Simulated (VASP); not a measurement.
# Hf (P6_3/mmc) in VASP: a series of runs

The runs below take Hf through single point, with PBE.

Program: VASP 6.6.1. These are calculated values, not measurements. Logs are shortened: lines on timing, memory, paths and dates and some standing lists are left out, and cuts for length are marked.

## (1) The cell of the first run

The structure is hexagonal, space group P6_3/mmc (No. 194). The conventional cell has a = 3.197 Å, b = 3.197 Å, c = 5.247 Å, α = 90.00°, β = 90.00°, γ = 120.00°. Within 4.2 Å of Hf (site symmetry -6m2) lie 12 Hf at 3.20 to 3.21 Å.

## (2) Single point, PBE (strain +0.0375 x Voigt [0, 0, 1, 0, 0, 0])

Contents of INCAR:

```
SYSTEM = Hf
ALGO = Fast ; EDIFF = 1E-6
ENCUT = 520 ; GGA = PE
ISIF = 2 ; ISMEAR = 0
LASPH = .TRUE. ; LCHARG = .FALSE.
LREAL = .FALSE. ; LWAVE = .FALSE.
NBANDS = 17 ; NELM = 80
PREC = Accurate ; SIGMA = 0.15
```

Contents of KPOINTS:

```
k-points
0
G
  18 18 10
  0 0 0
```

Contents of POSCAR:

```
Hf
1.0
    3.1966985242      0.0000000000      0.0000000000
   -1.5983492621      2.7684221302      0.0000000000
    0.0000000000      0.0000000000      5.2474675000
Hf
2
Direct
    0.3333333333      0.6666666667      0.2500000000
    0.6666666667      0.3333333333      0.7500000000
```

Potentials or basis: VASP PAW PBE potentials, release 64 (Hf_pv).

Command:

```sh
> cat potpaw_PBE.64/Hf_pv/POTCAR > POTCAR
> mpirun -np 1 vasp_std > vasp.out
```

OUTCAR:

```text
SYSTEM = Hf
   EDIFF = 1E-6
   ENCUT = 520
   GGA = PE
   ISIF = 2
   ISMEAR = 0
   LASPH = .TRUE.
   LREAL = .FALSE.
   NELM = 80
   PREC = Accurate

 ion  position               nearest neighbor table
   1  0.333  0.667  0.250-   2 3.21   2 3.21   2 3.21   2 3.21   2 3.21   2 3.21
   2  0.667  0.333  0.750-   1 3.21   1 3.21   1 3.21   1 3.21   1 3.21   1 3.21

  LATTYP: Found a hexagonal cell.
 ALAT       =     3.1966985242
 C/A-ratio  =     1.6415271757

  Lattice vectors:

 A1 = (   3.1966985242,   0.0000000000,   0.0000000000)
 A2 = (  -1.5983492621,   2.7684221302,   0.0000000000)
 A3 = (   0.0000000000,   0.0000000000,   5.2474675000)

Analysis of symmetry for initial positions (statically):
=====================================================================
 Subroutine PRICEL returns:
 Original cell was already a primitive cell.

 Routine SETGRP: Setting up the symmetry group for a
 hexagonal supercell.

 Subroutine GETGRP returns: Found 24 space group operations
 (whereof 12 operations were pure point group operations)
 out of a pool of 24 trial point group operations.

The static configuration has the point symmetry D_3d.
 The point group associated with its full space group is D_6h.

Analysis of symmetry for dynamics (positions and initial velocities):
=====================================================================
 Subroutine PRICEL returns:
 Original cell was already a primitive cell.

 Routine SETGRP: Setting up the symmetry group for a
 hexagonal supercell.

 Subroutine GETGRP returns: Found 24 space group operations
 (whereof 12 operations were pure point group operations)
 out of a pool of 24 trial point group operations.

The dynamic configuration has the point symmetry D_3d.
 The point group associated with its full space group is D_6h.

 Subroutine INISYM returns: Found 24 space group operations
 (whereof 12 operations are pure point group operations),
 and found     1 'primitive' translations

----------------------------------------------------------------------------------------

                                     Primitive cell

  volume of cell :      46.4391

  direct lattice vectors                    reciprocal lattice vectors
     3.196698524  0.000000000  0.000000000     0.312822743  0.180608295  0.000000000
    -1.598349262  2.768422130  0.000000000     0.000000000  0.361216589  0.000000000
     0.000000000  0.000000000  5.247467500     0.000000000  0.000000000  0.190568117

  length of vectors
     3.196698524  3.196698524  5.247467500     0.361216589  0.361216589  0.190568117

  position of ions in fractional coordinates (direct lattice)
     0.333333333  0.666666667  0.250000000
     0.666666667  0.333333333  0.750000000

  ion indices of the primitive-cell ions
   primitive index   ion index
                 1           1
                 2           2

----------------------------------------------------------------------------------------

 KPOINTS: k-points

Automatic generation of k-mesh.
 Grid dimensions read from file:
 generate k-points for:   18   18   10

 Generating k-lattice:

  Cartesian coordinates                     Fractional coordinates (reciprocal lattice)
     0.017379041  0.010033794  0.000000000     0.055555556  0.000000000  0.000000000
     0.000000000  0.020067588  0.000000000     0.000000000  0.055555556  0.000000000
     0.000000000  0.000000000  0.019056812     0.000000000  0.000000000  0.100000000

  Length of vectors
     0.020067588  0.020067588  0.019056812

  Shift w.r.t. Gamma in fractional coordinates (k-lattice)
     0.000000000  0.000000000  0.000000000

 Subroutine IBZKPT returns following result:
 ===========================================

 Found    222 irreducible k-points:

 Following reciprocal coordinates:
            Coordinates               Weight
  0.000000  0.000000  0.000000      1.000000
  0.055556  0.000000  0.000000      6.000000
  0.111111  0.000000  0.000000      6.000000
  0.166667  0.000000  0.000000      6.000000
  0.222222  0.000000  0.000000      6.000000
  0.277778  0.000000  0.000000      6.000000
[... 16 lines left out ...]
  0.333333  0.111111  0.000000     12.000000
  0.388889  0.111111  0.000000     12.000000
 [... further k-points ...]
   k-points           NKPTS =    222   k-points in BZ     NKDIM =    222   number of bands    NBANDS=     17
   number of dos      NEDOS =    301   number of ions     NIONS =      2
   total plane-waves  NPLWV =  23040
   dimension x,y,z NGX =    24 NGY =   24 NGZ =   40
   dimension x,y,z NGXF=    48 NGYF=   48 NGZF=   80
   ions per type =               2
   NGX,Y,Z   is equivalent  to a cutoff of  12.48, 12.48, 12.67 a.u.
   NGXF,Y,Z  is equivalent  to a cutoff of  24.96, 24.96, 25.34 a.u.
 SYSTEM =  Hf
   PREC   = accura    normal or accurate (medium, high low for compatibility)
   ISTART =      0    job   : 0-new  1-cont  2-samecut
   ICHARG =      2    charge: 1-file 2-atom 10-const
   ISPIN  =      1    spin polarized calculation?
   LNONCOLLINEAR =      F non collinear calculations
   LSORBIT =      F    spin-orbit coupling
   LASPH  =      T    aspherical Exc in radial PAW
   ENCUT  =  520.0 eV  38.22 Ry    6.18 a.u.   5.94  5.94  9.76*2*pi/ulx,y,z
   NELM   =     80;   NELMIN=  2; NELMDL= -5     # of ELM steps
   EDIFF  = 0.1E-05   stopping-criterion for ELM
   LREAL  =      F    real-space projection
   EDIFFG = 0.1E-04   stopping-criterion for IOM
   NSW    =      0    number of steps for IOM
   IBRION =     -1    ionic relax: 0-MD 1-quasi-New 2-CG
   NFREE  =      0    steps in history (QN), initial steepest desc. (CG)
   ISIF   =      2    stress and relaxation
   ISYM   =      2    0-nonsym 1-usesym 2-fastsym
   POTIM  = 0.5000    time-step for ionic-motion
   TEBEG  =    0.0;   TEEND  =   0.0 temperature during run
   PSTRESS=    0.0 pullay stress
   NELECT =      20.0000    total number of electrons
   NUPDOWN=      -1.0000    fix difference up-down
   EMIN   =  10.00;   EMAX   =-10.00  energy-range for DOS
   EFERMI =   0.00;   METHOD = LEGACY
   ISMEAR =     0;   SIGMA  =   0.15  broadening in eV -4-tet -1-fermi 0-gaus
   EFERMI_NEDOS =   21; number of points for ismear=-14 and -15
   IALGO  =     68    algorithm
   IMIX   =      4    mixing-type and parameters
     AMIX     =   0.40;   BMIX     =  1.00
     AMIX_MAG =   1.60;   BMIX_MAG =  1.00
  volume/ion in A,a.u.               =      23.22       156.69
  Fermi-wavevector in a.u.,A,eV,Ry     =   1.236299  2.336267 20.795630  1.528436
  Thomas-Fermi vector in A             =   2.370913
   LORBIT       =      0    0 simple, 1 ext, 2 COOP (PROOUT), +10 PAW based schemes
   GGA     = PE    functional components
   LHFCALC =     F    Hartree Fock is set to
   AEXX    =    0.0000 exact exchange contribution
   IVDW    =     0    specifies the selected vdW correction
   LEPSILON=     F    determine dielectric tensor
   LRPA    =     F    only Hartree local field effects (RPA)
 non-spin polarized calculation
 RMM-DIIS sequential band-by-band and
 Gauss-broadening in eV      SIGMA  =   0.15
  energy-cutoff  :      520.00
  volume of cell :       46.44
 maximum number of plane-waves:      1290
 NGX is ok and might be reduce to    24
   NGX = 11   NGY = 11   NGZ = 19

 number of electron      20.0000003 magnetization

 Free energy of the ion-electron system (eV)
  ---------------------------------------------------
  ext. energy  EPLUGINS =         0.00000000
  ---------------------------------------------------
  free energy    TOTEN  =       -19.82491878 eV

  energy without entropy =      -19.80690706  energy(sigma->0) =      -19.81591292

 E-fermi :   4.6520     XC(G=0): -11.1152

 val. band max:        4.6495609153   @ k =   0.3889   0.2222   0.4000
 cond. band min:       4.6684307735   @ k =   0.2778   0.2778   0.4000
 fundamental gap:      0.0188698582
 Fermi energy:         4.6520050345

 k-point     1 :       0.0000    0.0000    0.0000
  band No.  band energies     occupation
      1     -26.4040      2.00000
      2     -25.7477      2.00000
      3     -25.7477      2.00000
      4     -25.7013      2.00000
      5     -25.6548      2.00000
      6     -25.6548      2.00000
[... 9 lines left out ...]
     16       7.5025      0.00000
     17       9.8530      0.00000

 k-point     2 :       0.0556    0.0000    0.0000
  band No.  band energies     occupation
      1     -26.3970      2.00000
      2     -25.7648      2.00000
      3     -25.7530      2.00000
      4     -25.7038      2.00000
      5     -25.6726      2.00000
      6     -25.6574      2.00000
[... 9 lines left out ...]
     16       7.4125      0.00000
     17       9.9282      0.00000

 k-point     3 :       0.1111    0.0000    0.0000
  band No.  band energies     occupation
      1     -26.3764      2.00000
      2     -25.8139      2.00000
      3     -25.7682      2.00000
      4     -25.7234      2.00000
      5     -25.7114      2.00000
      6     -25.6653      2.00000
[... 9 lines left out ...]
     16       7.1808      0.00000
     17      10.0732      0.00000

 k-point     4 :       0.1667    0.0000    0.0000
  band No.  band energies     occupation
      1     -26.3437      2.00000
      2     -25.8890      2.00000
      3     -25.7995      2.00000
      4     -25.7909      2.00000
      5     -25.7244      2.00000
      6     -25.6778      2.00000
[... 9 lines left out ...]
     16       7.3337      0.00000
     17      10.2533      0.00000
[... 343 lines left out ...]
      1     -26.1828      2.00000
      2     -26.1611      2.00000
      3     -26.0831      2.00000
      4     -25.8914      2.00000
      5     -25.8037      2.00000
      6     -25.7651      2.00000
[... 9 lines left out ...]
     16       9.8025      0.00000
     17      10.3726      0.00000

 k-point    23 :       0.3333    0.1111    0.0000
  band No.  band energies     occupation
      1     -26.2292      2.00000
      2     -26.1343      2.00000
      3     -26.1326      2.00000
      4     -25.9220      2.00000
      5     -25.8351      2.00000
      6     -25.7822      2.00000
[... 9 lines left out ...]
     16      10.3934      0.00000
     17      10.5993      0.00000

 k-point    24 :       0.3889    0.1111    0.0000
  band No.  band energies     occupation
      1     -26.2734      2.00000
      2     -26.1676      2.00000
      3     -26.0921      2.00000
      4     -25.9417      2.00000
      5     -25.8632      2.00000
      6     -25.7933      2.00000
[... 9 lines left out ...]
     16      10.4018      0.00000
     17      11.3071      0.00000

 [... further k-points ...]

------------------------ aborting loop because EDIFF is reached ----------------------------------------

  FORCE on cell =-STRESS in cart. coord.  units (eV):
  Direction    XX          YY          ZZ          XY          YZ          ZX
  --------------------------------------------------------------------------------------
  -------------------------------------------------------------------------------------
  Total       -0.5786917     -0.5786917     -1.8678234      0.0000000      0.0000000      0.0000000
  in kB      -19.9652188    -19.9652188    -64.4410539      0.0000000      0.0000000      0.0000000
  external PRESSURE =     -34.7904972 kB  Pullay stress =       0.0000000 kB

 VOLUME and BASIS-vectors are now :
 -----------------------------------------------------------------------------
  energy-cutoff  :      520.00
  volume of cell :       46.44
      direct lattice vectors                 reciprocal lattice vectors
     3.196698524  0.000000000  0.000000000     0.312822743  0.180608295  0.000000000
    -1.598349262  2.768422130  0.000000000     0.000000000  0.361216589  0.000000000
     0.000000000  0.000000000  5.247467500     0.000000000  0.000000000  0.190568117

 POSITION                                       TOTAL-FORCE (eV/Angst)
 -----------------------------------------------------------------------------------
     -0.00000      1.84561      1.31187         0.000000     -0.000000      0.000000
      1.59835      0.92281      3.93560        -0.000000      0.000000      0.000000
 -----------------------------------------------------------------------------------
    total drift:                               -0.000000      0.000000     -0.000000

  FREE ENERGIE OF THE ION-ELECTRON SYSTEM (eV)
  ---------------------------------------------------
  free  energy   TOTEN  =       -19.8249187838 eV

  energy  without entropy=      -19.8069070620  energy(sigma->0) =      -19.81591292
```

It took 4.2 min on 1 thread of Intel Xeon Platinum 8259CL at 2.50GHz (Skylake/Cascade Lake), shared host; peak memory 0.26 GiB.

What came out:

| Property | Result |
| --- | --- |
| Free energy | -19.8249 eV |
| Pressure | -3.5 GPa |
| Band gap on the k mesh | zero (bands 10 and 11 overlap by 1.53 eV) |

Levels at points of the mesh, in eV from the Fermi level:
```csv
k point,band 7,band 8,band 9,band 10,band 11,band 12,band 13,band 14
"(0.00, 0.00, 0.00)",-7.24,-3.69,0.24,1.10,1.25,1.25,1.94,1.94
"(0.50, 0.00, 0.00)",-3.24,-2.62,-2.15,-0.70,0.65,1.05,1.42,5.91
"(0.00, 0.00, 0.50)",-5.43,-5.43,-0.01,-0.01,1.21,1.21,1.21,1.21
"(0.50, 0.00, 0.50)",-3.28,-3.28,-1.01,-1.01,1.10,1.10,2.74,2.74
```

Caveat: the cell differs from its parent crystal (strain +0.0375 x Voigt [0, 0, 1, 0, 0, 0]); the cell stands under tension; spin-orbit coupling is left out, which moves the levels of the heavy elements.

(Continued in part 2 of 3.)
